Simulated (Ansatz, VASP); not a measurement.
## One calculation of ZnO, two programs

```
CELL_PARAMETERS angstrom
5.51313 0.00000 0.00000
0.00000 5.51313 0.00000
0.00000 0.00000 3.24879
ATOMIC_POSITIONS crystal
Zn 0.18179 0.18179 0.50000
Zn 0.81821 0.81821 0.50000
Zn 0.68179 0.31821 0.00000
Zn 0.31821 0.68179 0.00000
O 0.81748 0.18252 0.50000
O 0.18252 0.81748 0.50000
O 0.68252 0.68252 0.00000
O 0.31748 0.31748 0.00000
```

Alike in both runs: task single point; functional PBE; k mesh 6 × 6 × 8; occupations fermi-dirac, width 0.02 eV; no spin polarisation.

```csv
,VASP,Ansatz
version,VASP 6.6.1,Ansatz 0.2.0
potentials or method,"VASP PAW PBE potentials, release 64 (Zn, O)","plane waves, PAW"
plane-wave cutoff (eV),520,420
valence electrons in the cell,72,72
```

```tsv
	VASP	Ansatz	Ansatz less VASP
gap on the k mesh at the Fermi level (eV)	0.80	0.81	+0.013
pressure (GPa)	6.8	5.7	-1.02
traceless stress, the component that is largest in VASP (GPa)	0.41	0.23	-0.187
rms of the force components (eV/Å)	0.020	0.020	+0.0006
```

Atom by atom the forces differ by 0.001 eV/Å (rms over components).
